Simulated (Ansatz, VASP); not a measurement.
## Two plane-wave programs on Ge

The input INCAR:

```
SYSTEM = Ge
PREC = Accurate ; ENCUT = 520
EDIFF = 1E-6 ; ISMEAR = 0
SIGMA = 0.1 ; LREAL = .FALSE.
LASPH = .TRUE. ; NELM = 80
ALGO = Normal ; ISIF = 2
LWAVE = .FALSE. ; LCHARG = .FALSE.
LDIPOL = .TRUE. ; IDIPOL = 3
DIPOL = 0.5 0.5 0.368 ; GGA = PE
IVDW = 12 ; NBANDS = 36
```

The input KPOINTS:

```
Automatic mesh
0
G
  9 9 1
  0 0 0
```

File POSCAR:

```
Ge
1.0
    4.0226895311      0.0000000000      0.0000000000
   -2.0113447656      3.4837513255      0.0000000000
    0.0000000000      0.0000000000     18.8685220517
Ge
4
Direct
    0.3333333333      0.6666666667      0.2747571332
    0.6666666667      0.3333333333      0.2384924472
    1.5555555556     -0.5555555556      0.4965159447
    1.2222222222     -0.2222222222      0.4602512588
```

Input for Ansatz:

```yaml
crystal:
  lattice:
    - [4.0226895311, 0.0, 0.0]
    - [-2.0113447656, 3.4837513255, 0.0]
    - [0.0, 0.0, 18.8685220517]
  atoms:
    - { symbol: Ge, position: [0.3333333333, 0.6666666667, 0.2747571332] }
    - { symbol: Ge, position: [0.6666666667, 0.3333333333, 0.2384924472] }
    - { symbol: Ge, position: [1.5555555556, -0.5555555556, 0.4965159447] }
    - { symbol: Ge, position: [1.2222222222, -0.2222222222, 0.4602512588] }
basis:
  ecutwfc: 420
kpoints:
  mp_grid: { grid: [9, 9, 1] }
hamiltonian:
  xc: pbe
  pseudopotentials: { kind: paw, azcp: { folder: soft_1 } }
  dispersion: d3bj
scf:
  occupations: { method: gaussian, width: 0.1 }
output:
  forces: true
  eigenvalues: true
efield:
  axis: 3
  dipole_correction: true
  ramp_width: 0.04
```

Alike in both runs: task single point; functional PBE; dispersion D3(BJ); k mesh 9 × 9 × 1; occupations gaussian, width 0.1 eV; no spin polarisation.

```csv
,VASP,Ansatz
version,VASP 6.6.1,Ansatz 0.2.0
potentials or method,"VASP PAW PBE potentials, release 64 (Ge_d), cutoff 520 eV","scalar-relativistic, plane waves, PAW"
valence electrons in the cell,56,56
```

|  | VASP | Ansatz | Ansatz less VASP |
| --- | --- | --- | --- |
| gap on the k mesh at the Fermi level (eV) | 0.30 | 0.30 | 0.000 |
| least direct gap on the mesh (eV) | 0.30 | 0.30 | 0.000 |
| rms of the force components (eV/Å) | 0.105 | 0.105 | -0.0003 |

Atom by atom the forces differ by 0.001 eV/Å (rms over components).
